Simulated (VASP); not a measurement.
## SbPd3: single point with LDA

Crystal: SbPd3.

```xyz
4
Lattice="3.9583 0.0000 0.0000 0.0000 3.9583 0.0000 0.0000 0.0000 3.9583" Properties=species:S:1:pos:R:3 pbc="T T T"
Sb    0.0000    0.0000    0.0000
Pd    0.0000    1.9791    1.9791
Pd    1.9791    0.0000    1.9791
Pd    1.9791    1.9791    0.0000
```

```
Program             : VASP 6.6.1
Task                : single point
Functional          : LDA
Potentials or basis : VASP PAW LDA potentials, release 64 (Sb, Pd)
Cutoff              : 520 eV
k mesh              : 6 × 6 × 6
Occupations         : methfessel-paxton, width 0.1 eV
Spin                : no spin polarisation
```

- Pressure: 0.3 GPa

Levels at points of the mesh, in eV from the Fermi level:
| k point | band 15 | band 16 | band 17 | band 18 | band 19 | band 20 |
| --- | --- | --- | --- | --- | --- | --- |
| (0.00, 0.00, 0.00) | -1.54 | -1.01 | -0.51 | -0.51 | -0.51 | 1.83 |
| (0.50, 0.00, 0.00) | -2.33 | -1.47 | -0.51 | 2.13 | 2.24 | 2.24 |
| (0.50, 0.50, 0.00) | -2.14 | -2.02 | -1.99 | 0.19 | 0.19 | 4.29 |
| (0.50, 0.50, 0.50) | -2.39 | -0.88 | -0.88 | -0.88 | -0.86 | -0.01 |

Run time: 18 s on 1 thread of AMD EPYC 7R43 64-Core Processor (Zen 3), on a shared host, peak memory 0.13 GiB.

Caveat: spin-orbit coupling is left out, which moves the levels of the heavy elements.
